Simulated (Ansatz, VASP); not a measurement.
**Two plane-wave programs on InSb3**

```
In Sb
1.0
     4.80637    0.00000    0.00000
     0.00000    4.80637    0.00000
     0.00000    0.00000    4.80637
In Sb
1 3
Cartesian
  0.0000 0.0000 0.0000
  2.4032 0.0000 2.4032
  0.0000 2.4032 2.4032
  2.4032 2.4032 0.0000
```

Alike in both runs: task relaxation of cell and atoms; functional PBEsol; k mesh 10 × 10 × 10; occupations gaussian, width 0.1 eV; no spin polarisation.

|  | VASP | Ansatz |
| --- | --- | --- |
| version | VASP 6.6.1 | Ansatz 0.2.0 |
| potentials or method | VASP PAW PBE potentials, release 64 (In_d, Sb), cutoff 600 eV | scalar-relativistic, plane waves, PAW |
| valence electrons in the cell | 28 | 58 |

VASP gave:

| Property | Result |
| --- | --- |
| gap on the k mesh at the Fermi level, each at its own relaxed structure (eV) | none |
| relaxed volume (Å³/atom) | 26.43 |
| relaxed length of the cell vector where the two differ most in proportion (Å) | 4.729 |

What did Ansatz give for the same quantities?

gap on the k mesh at the Fermi level, each at its own relaxed structure (eV): none; relaxed volume (Å³/atom): 26.43; relaxed length of the cell vector where the two differ most in proportion (Å): 4.728.

VASP's potentials were made for PBE, not for PBEsol. A gap of «none» marks a metal or a gap that the smearing closes. VASP's potentials hold 28 valence electrons a cell and Ansatz's 58, so a difference there can come from the potentials and not from the codes.

Spin-orbit coupling is off throughout.
